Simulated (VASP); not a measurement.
Li2S: relaxation of cell and atoms with PBE

Crystal: Li2S.

```
CELL_PARAMETERS angstrom
0.00000 2.84450 2.84450
2.84450 0.00000 2.84450
2.84450 2.84450 0.00000
ATOMIC_POSITIONS crystal
Li 0.25000 0.25000 0.25000
Li 0.75000 0.75000 0.75000
S 0.00000 0.00000 0.00000
```

* Program: VASP 6.6.1
* Task: relaxation of cell and atoms
* Functional: PBE
* Potentials or basis: VASP PAW PBE potentials, release 64 (Li_sv, S)
* Cutoff: 750 eV
* k mesh: 8 × 8 × 8
* Occupations: fermi-dirac, width 0.02 eV
* Spin: no spin polarisation
* Dipole correction: no
* Further INCAR settings: ALGO = Normal; EDIFF = 1e-07; IBRION = 2; EDIFFG = -0.005; NSW = 80; ISIF = 3

```json
{
 "Relaxed volume": "15.43 Å³/atom",
 "Relaxed cell": "a = 4.030 Å, b = 4.030 Å, c = 4.030 Å, α = 60.00°, β = 60.00°, γ = 60.00°",
 "Space group after relaxing (to 0.1 Å)": "Fm-3m (No. 225)",
 "Energy gained by relaxing": "0.1 meV/atom",
 "Ionic steps": "3",
 "Pressure after relaxing": "0.0 GPa",
 "Band gap on the k mesh": "3.39 eV (least direct gap 4.27 eV)"
}
```

The path:
```tsv
step	energy change (eV)	largest force (eV/Å)	pressure (GPa)	volume (Å³)
1	0.0000	0.0000	0.24	46.03
2	-0.0002	0.0000	0.10	46.18
3	-0.0002	0.0000	0.00	46.29
```

Final structure:
```
Li S
1.0
     0.00000    2.84973    2.84973
     2.84973    0.00000    2.84973
     2.84973    2.84973    0.00000
Li S
2 1
Direct
  0.25000 0.25000 0.25000
  0.75000 0.75000 0.75000
  0.00000 0.00000 0.00000
```

Levels at points of the mesh, in eV from the valence-band top:
| k point | band 4 | band 5 | band 6 | band 7 | band 8 | band 9 |
| --- | --- | --- | --- | --- | --- | --- |
| (0.00, 0.00, 0.00) | 0.00 | 0.00 | 0.00 | 4.27 | 6.23 | 6.23 |
| (0.50, 0.00, 0.00) | -2.87 | -0.51 | -0.51 | 6.10 | 6.58 | 6.58 |
| (0.50, 0.50, 0.00) | -2.16 | -1.42 | -1.42 | 3.39 | 7.08 | 11.09 |

Wall time 78 s on 1 thread of Intel Xeon 8259CL (shared host), peak memory 0.21 GiB.

A k mesh can miss the band edges. PBE usually gives volumes a little too large and moduli too small.
